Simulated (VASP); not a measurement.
# ScSb2P3 (I4/mmm) in VASP: single point with PBE

Aim: the single point of ScSb2P3 with PBE.

Program: VASP 6.6.1. These are calculated values, not measurements. Logs are shortened: lines on timing, memory, paths and dates and some standing lists are left out, and cuts for length are marked.

### Step 1. The cell of the first run

Symmetry: I4/mmm, No. 139, tetragonal system. The conventional cell has a = 5.647 Å, b = 5.647 Å, c = 10.319 Å, α = 90.00°, β = 90.00°, γ = 90.00°. Sc (site symmetry 4/mmm) has 4 Sb at 2.82 Å and 12 P at 3.82 to 3.99 Å within 4.0 Å. Within 3.4 Å of Sb (site symmetry mmm) lie 4 P at 2.58 to 2.82 Å and 2 Sc at 2.82 Å. Within 3.4 Å of P (site symmetry -4m2) lie 2 Sb at 2.58 Å. P (site symmetry 4/mmm) has 4 Sb at 2.82 Å and 8 P at 3.82 Å and 4 Sc at 3.99 Å within 4.0 Å.

### Step 2. Single point, PBE

Contents of POSCAR:

```
ScSb2P3
1.0
   -2.8233951520      2.8233951520      5.1596398597
    2.8233951520     -2.8233951520      5.1596398597
    2.8233951520      2.8233951520     -5.1596398597
Sc Sb P
1 2 3
Direct
    0.5000000000      0.5000000000      0.0000000000
    0.5000000000      0.0000000000      0.5000000000
    0.0000000000      0.5000000000      0.5000000000
    0.7500000000      0.2500000000      0.5000000000
    0.2500000000      0.7500000000      0.5000000000
    0.0000000000      0.0000000000      0.0000000000
```

Contents of INCAR.step1:

```
SYSTEM = ScSb2P3
PREC = Accurate ; ENCUT = 520
EDIFF = 1E-6 ; ISMEAR = 0
SIGMA = 0.1 ; LREAL = .False.
LASPH = .True. ; NELM = 80
ALGO = Normal ; ISIF = 2
LWAVE = .False. ; LCHARG = .True.
LMAXMIX = 4 ; GGA = PE
NBANDS = 27
```

Contents of KPOINTS.step1:

```
Automatic mesh
0
Gamma
  10 10 10
  0 0 0
```

Contents of INCAR.step2:

```
SYSTEM = ScSb2P3
PREC = Accurate ; ENCUT = 520
EDIFF = 1E-6 ; ISMEAR = -5
SIGMA = 0.1 ; LREAL = .False.
LASPH = .True. ; NELM = 80
ALGO = Normal ; ISIF = 2
LWAVE = .False. ; LCHARG = .False.
LMAXMIX = 4 ; GGA = PE
LORBIT = 10 ; NBANDS = 27
NEDOS = 1001 ; ICHARG = 11
```

Contents of KPOINTS.step2:

```
Automatic mesh
0
Gamma
  15 15 15
  0 0 0
```

Potentials or basis: VASP PAW PBE potentials, release 64 (Sc_sv, Sb, P).

Launch:

```sh
$ cat potpaw_PBE.64/Sc_sv/POTCAR potpaw_PBE.64/Sb/POTCAR potpaw_PBE.64/P/POTCAR > POTCAR
$ cp INCAR.step1 INCAR
$ cp KPOINTS.step1 KPOINTS
$ mpirun -np 1 vasp_std > vasp.out
$ cp INCAR.step2 INCAR
$ cp KPOINTS.step2 KPOINTS
$ mpirun -np 1 vasp_std > vasp.out
```

OUTCAR:

```text
SYSTEM = ScSb2P3
   PREC = Accurate
   ENCUT = 520
   EDIFF = 1E-6
   ISMEAR = -5
   LREAL = .False.
   LASPH = .True.
   NELM = 80
   ISIF = 2
   GGA = PE
   LORBIT = 10
   ICHARG = 11

 ion  position               nearest neighbor table
   1  0.500  0.500  0.000-   2 2.82   3 2.82   2 2.82   3 2.82
   2  0.500  0.000  0.500-   4 2.58   5 2.58   1 2.82   6 2.82   1 2.82   6 2.82
   3  0.000  0.500  0.500-   4 2.58   5 2.58   1 2.82   6 2.82   6 2.82   1 2.82
   4  0.750  0.250  0.500-   2 2.58   3 2.58
   5  0.250  0.750  0.500-   2 2.58   3 2.58
   6  0.000  0.000  0.000-   2 2.82   3 2.82   3 2.82   2 2.82

  LATTYP: Found a body centered tetragonal cell.
 ALAT       =     5.6467903040
 C/A-ratio  =     1.8274593466

  Lattice vectors:

 A1 = (  -2.8233951520,   2.8233951520,   5.1596398597)
 A2 = (   2.8233951520,  -2.8233951520,   5.1596398597)
 A3 = (   2.8233951520,   2.8233951520,  -5.1596398597)

Analysis of symmetry for initial positions (statically):
=====================================================================
 Subroutine PRICEL returns:
 Original cell was already a primitive cell.

 Routine SETGRP: Setting up the symmetry group for a
 body centered tetragonal supercell.

 Subroutine GETGRP returns: Found 16 space group operations
 (whereof 16 operations were pure point group operations)
 out of a pool of 16 trial point group operations.

The static configuration has the point symmetry D_4h.

Analysis of symmetry for dynamics (positions and initial velocities):
=====================================================================
 Subroutine PRICEL returns:
 Original cell was already a primitive cell.

 Routine SETGRP: Setting up the symmetry group for a
 body centered tetragonal supercell.

 Subroutine GETGRP returns: Found 16 space group operations
 (whereof 16 operations were pure point group operations)
 out of a pool of 16 trial point group operations.

The dynamic configuration has the point symmetry D_4h.

 Subroutine INISYM returns: Found 16 space group operations
 (whereof 16 operations are pure point group operations),
 and found     1 'primitive' translations

----------------------------------------------------------------------------------------

                                     Primitive cell

  volume of cell :     164.5215

  direct lattice vectors                    reciprocal lattice vectors
    -2.823395152  2.823395152  5.159639860     0.000000000  0.177091754  0.096905988
     2.823395152 -2.823395152  5.159639860     0.177091754  0.000000000  0.096905988
     2.823395152  2.823395152 -5.159639860     0.177091754  0.177091754  0.000000000

  length of vectors
     6.524186068  6.524186068  6.524186068     0.201871890  0.201871890  0.250445560

  position of ions in fractional coordinates (direct lattice)
     0.500000000  0.500000000  0.000000000
     0.500000000  0.000000000  0.500000000
     0.000000000  0.500000000  0.500000000
     0.750000000  0.250000000  0.500000000
     0.250000000  0.750000000  0.500000000
     0.000000000  0.000000000  0.000000000

  ion indices of the primitive-cell ions
   primitive index   ion index
                 1           1
                 2           2
                 3           3
                 4           4
                 5           5
                 6           6

----------------------------------------------------------------------------------------

 KPOINTS: Automatic mesh

Automatic generation of k-mesh.
 Grid dimensions read from file:
 generate k-points for:   15   15   15

 Generating k-lattice:

  Cartesian coordinates                     Fractional coordinates (reciprocal lattice)
     0.000000000  0.011806117  0.006460399     0.066666667  0.000000000  0.000000000
     0.011806117  0.000000000  0.006460399     0.000000000  0.066666667  0.000000000
     0.011806117  0.011806117  0.000000000     0.000000000  0.000000000  0.066666667

  Length of vectors
     0.013458126  0.013458126  0.016696371

  Shift w.r.t. Gamma in fractional coordinates (k-lattice)
     0.000000000  0.000000000  0.000000000

 TETIRR: Found   4311 inequivalent tetrahedra from    20250

 Subroutine IBZKPT returns following result:
 ===========================================

 Found    288 irreducible k-points:

 Following reciprocal coordinates:
            Coordinates               Weight
  0.000000  0.000000  0.000000      1.000000
  0.066667  0.000000  0.000000      8.000000
  0.133333  0.000000 -0.000000      8.000000
  0.200000  0.000000  0.000000      8.000000
  0.266667  0.000000 -0.000000      8.000000
  0.333333  0.000000 -0.000000      8.000000
[... 16 lines left out ...]
  0.133333  0.133333  0.000000      8.000000
  0.200000  0.133333  0.000000     16.000000
 [... further k-points ...]
   k-points           NKPTS =    288   k-points in BZ     NKDIM =    288   number of bands    NBANDS=     27
   number of dos      NEDOS =   1001   number of ions     NIONS =      6
   total plane-waves  NPLWV = 125000
   dimension x,y,z NGX =    50 NGY =   50 NGZ =   50
   dimension x,y,z NGXF=   100 NGYF=  100 NGZF=  100
   ions per type =               1   2   3
   NGX,Y,Z   is equivalent  to a cutoff of  12.74, 12.74, 12.74 a.u.
   NGXF,Y,Z  is equivalent  to a cutoff of  25.48, 25.48, 25.48 a.u.
 SYSTEM =  ScSb2P3
   PREC   = accura    normal or accurate (medium, high low for compatibility)
   ISTART =      0    job   : 0-new  1-cont  2-samecut
   ICHARG =     11    charge: 1-file 2-atom 10-const
   ISPIN  =      1    spin polarized calculation?
   LNONCOLLINEAR =      F non collinear calculations
   LSORBIT =      F    spin-orbit coupling
   LASPH  =      T    aspherical Exc in radial PAW
   ENCUT  =  520.0 eV  38.22 Ry    6.18 a.u.  12.13 12.13 12.13*2*pi/ulx,y,z
   NELM   =     80;   NELMIN=  2; NELMDL=  0     # of ELM steps
   EDIFF  = 0.1E-05   stopping-criterion for ELM
   LREAL  =      F    real-space projection
   EDIFFG = 0.1E-04   stopping-criterion for IOM
   NSW    =      0    number of steps for IOM
   IBRION =     -1    ionic relax: 0-MD 1-quasi-New 2-CG
   NFREE  =      0    steps in history (QN), initial steepest desc. (CG)
   ISIF   =      2    stress and relaxation
   ISYM   =      2    0-nonsym 1-usesym 2-fastsym
   POTIM  = 0.5000    time-step for ionic-motion
   TEBEG  =    0.0;   TEEND  =   0.0 temperature during run
   PSTRESS=    0.0 pullay stress
   NELECT =      36.0000    total number of electrons
   NUPDOWN=      -1.0000    fix difference up-down
   EMIN   =  10.00;   EMAX   =-10.00  energy-range for DOS
   EFERMI =   0.00;   METHOD = LEGACY
   ISMEAR =    -5;   SIGMA  =   0.10  broadening in eV -4-tet -1-fermi 0-gaus
   EFERMI_NEDOS =   21; number of points for ismear=-14 and -15
   IALGO  =     38    algorithm
   IMIX   =      4    mixing-type and parameters
     AMIX     =   0.40;   BMIX     =  1.00
     AMIX_MAG =   1.60;   BMIX_MAG =  1.00
  volume/ion in A,a.u.               =      27.42       185.04
  Fermi-wavevector in a.u.,A,eV,Ry     =   0.986510  1.864233 13.241213  0.973202
  Thomas-Fermi vector in A             =   2.117896
   LORBIT       =     10    0 simple, 1 ext, 2 COOP (PROOUT), +10 PAW based schemes
   GGA     = PE    functional components
   LHFCALC =     F    Hartree Fock is set to
   AEXX    =    0.0000 exact exchange contribution
   IVDW    =     0    specifies the selected vdW correction
   LEPSILON=     F    determine dielectric tensor
   LRPA    =     F    only Hartree local field effects (RPA)
 non-spin polarized calculation
 Fermi weights with tetrahedron method with Bloechl corrections
  energy-cutoff  :      520.00
  volume of cell :      164.52
 maximum number of plane-waves:      4467
 NGX is ok and might be reduce to    50

 number of electron      35.9999999 magnetization

 Free energy of the ion-electron system (eV)
  ---------------------------------------------------
  ext. energy  EPLUGINS =         0.00000000
  ---------------------------------------------------
  free energy    TOTEN  =       -26.68937213 eV

  energy without entropy =      -26.68937213  energy(sigma->0) =      -26.68937213

 E-fermi :   4.5195     XC(G=0):  -9.0360

 val. band max:        4.5494161738   @ k =  -0.2667   0.1333   0.0000
 cond. band min:       4.5074063130   @ k =  -0.3333   0.4000   0.1333
 fundamental gap:     -0.0420098608
 Fermi energy:         4.5195124471

 k-point     1 :       0.0000    0.0000    0.0000
  band No.  band energies     occupation
      1     -46.0165      2.00000
      2     -24.7108      2.00000
      3     -24.6304      2.00000
      4     -24.6304      2.00000
      5      -7.9387      2.00000
      6      -5.2138      2.00000
[... 19 lines left out ...]
     26       6.8838      0.00000
     27       7.0015      0.00000

 k-point     2 :       0.0667    0.0000    0.0000
  band No.  band energies     occupation
      1     -46.0165      2.00000
      2     -24.7108      2.00000
      3     -24.6304      2.00000
      4     -24.6304      2.00000
      5      -7.9190      2.00000
      6      -5.3381      2.00000
[... 19 lines left out ...]
     26       7.0955      0.00000
     27       7.1567      0.00000

 k-point     3 :       0.1333    0.0000   -0.0000
  band No.  band energies     occupation
      1     -46.0166      2.00000
      2     -24.7107      2.00000
      3     -24.6304      2.00000
      4     -24.6301      2.00000
      5      -7.8602      2.00000
      6      -5.5277      2.00000
[... 19 lines left out ...]
     26       7.3958      0.00000
     27       7.5348      0.00000

 k-point     4 :       0.2000    0.0000    0.0000
  band No.  band energies     occupation
      1     -46.0166      2.00000
      2     -24.7107      2.00000
      3     -24.6304      2.00000
      4     -24.6298      2.00000
      5      -7.7636      2.00000
      6      -5.7387      2.00000
[... 19 lines left out ...]
     26       7.8100      0.00000
     27       7.8739      0.00000

 k-point     5 :       0.2667    0.0000   -0.0000
  band No.  band energies     occupation
      1     -46.0166      2.00000
      2     -24.7107      2.00000
      3     -24.6303      2.00000
      4     -24.6294      2.00000
      5      -7.6319      2.00000
      6      -5.9691      2.00000
[... 19 lines left out ...]
     26       7.6781      0.00000
     27       8.4319      0.00000

 k-point     6 :       0.3333    0.0000   -0.0000
  band No.  band energies     occupation
      1     -46.0167      2.00000
      2     -24.7106      2.00000
      3     -24.6303      2.00000
      4     -24.6291      2.00000
      5      -7.4694      2.00000
      6      -6.2128      2.00000
[... 444 lines left out ...]
      1     -46.0166      2.00000
      2     -24.7107      2.00000
      3     -24.6303      2.00000
      4     -24.6301      2.00000
      5      -7.8599      2.00000
      6      -5.3761      2.00000
[... 19 lines left out ...]
     26       7.1184      0.00000
     27       7.4457      0.00000

 k-point    22 :      -0.0667    0.0667    0.0000
  band No.  band energies     occupation
      1     -46.0166      2.00000
      2     -24.7107      2.00000
      3     -24.6303      2.00000
      4     -24.6303      2.00000
      5      -7.9090      2.00000
      6      -5.2278      2.00000
[... 19 lines left out ...]
     26       6.8843      0.00000
     27       7.1857      0.00000

 k-point    23 :       0.1333    0.1333    0.0000
  band No.  band energies     occupation
      1     -46.0166      2.00000
      2     -24.7107      2.00000
      3     -24.6301      2.00000
      4     -24.6301      2.00000
      5      -7.7439      2.00000
      6      -5.8461      2.00000
[... 19 lines left out ...]
     26       7.6340      0.00000
     27       8.3630      0.00000

 k-point    24 :       0.2000    0.1333    0.0000
  band No.  band energies     occupation
      1     -46.0166      2.00000
      2     -24.7107      2.00000
      3     -24.6301      2.00000
      4     -24.6298      2.00000
      5      -7.6292      2.00000
      6      -6.0189      2.00000
[... 19 lines left out ...]
     26       7.8786      0.00000
     27       8.4367      0.00000

 [... further k-points ...]

------------------------ aborting loop because EDIFF is reached ----------------------------------------

  FORCE on cell =-STRESS in cart. coord.  units (eV):
  Direction    XX          YY          ZZ          XY          YZ          ZX
  --------------------------------------------------------------------------------------
  -------------------------------------------------------------------------------------
  Total       -0.0020531     -0.0020531      0.0610758      0.0000000      0.0000000      0.0000000
  in kB       -0.0199936     -0.0199936      0.5947807      0.0000000      0.0000000      0.0000000
  external PRESSURE =       0.1849312 kB  Pullay stress =       0.0000000 kB

 VOLUME and BASIS-vectors are now :
 -----------------------------------------------------------------------------
  energy-cutoff  :      520.00
  volume of cell :      164.52
      direct lattice vectors                 reciprocal lattice vectors
    -2.823395152  2.823395152  5.159639860     0.000000000  0.177091754  0.096905988
     2.823395152 -2.823395152  5.159639860     0.177091754  0.000000000  0.096905988
     2.823395152  2.823395152 -5.159639860     0.177091754  0.177091754  0.000000000

 POSITION                                       TOTAL-FORCE (eV/Angst)
 -----------------------------------------------------------------------------------
      0.00000      0.00000      5.15964         0.000000      0.000000      0.000000
      0.00000      2.82340      0.00000         0.000000      0.000000      0.000000
      2.82340      0.00000      0.00000         0.000000      0.000000      0.000000
      0.00000      2.82340      2.57982         0.000000     -0.000000     -0.000000
      2.82340      0.00000      2.57982        -0.000000      0.000000      0.000000
      0.00000      0.00000      0.00000         0.000000      0.000000      0.000000
 -----------------------------------------------------------------------------------
    total drift:                               -0.000000      0.000000     -0.000000

  FREE ENERGIE OF THE ION-ELECTRON SYSTEM (eV)
  ---------------------------------------------------
  free  energy   TOTEN  =       -26.6893721254 eV

  energy  without entropy=      -26.6893721254  energy(sigma->0) =      -26.68937213

 total charge

# of ion       s       p       d       tot
------------------------------------------
    1        2.187   6.095   1.053   9.335
    2        1.170   1.225   0.068   2.463
    3        1.170   1.225   0.068   2.463
    4        1.131   1.251   0.000   2.383
    5        1.131   1.251   0.000   2.383
    6        1.136   1.232   0.000   2.368
--------------------------------------------------
tot          7.927  12.280   1.189  21.396
```

Wall time 45 min (1 thread of Intel Xeon 8259CL, shared host); peak memory 1.2 GiB.

What came out:

```yaml
Valence_electrons_inside_the_program's_atomic_spheres: Sc 9.34; Sb 2.46; P 2.38, 2.37 (each value once)
```

Levels at points of the mesh, in eV from the Fermi level:
```
           k point  band 14  band 15  band 16  band 17  band 18  band 19  band 20  band 21  band 22  band 23
(0.00, 0.00, 0.00)    -2.04    -1.80    -1.80    -0.47     0.20     0.46     1.17     1.28     1.28     1.38
```

Caveat: spin-orbit coupling is left out, which moves the levels of the heavy elements.
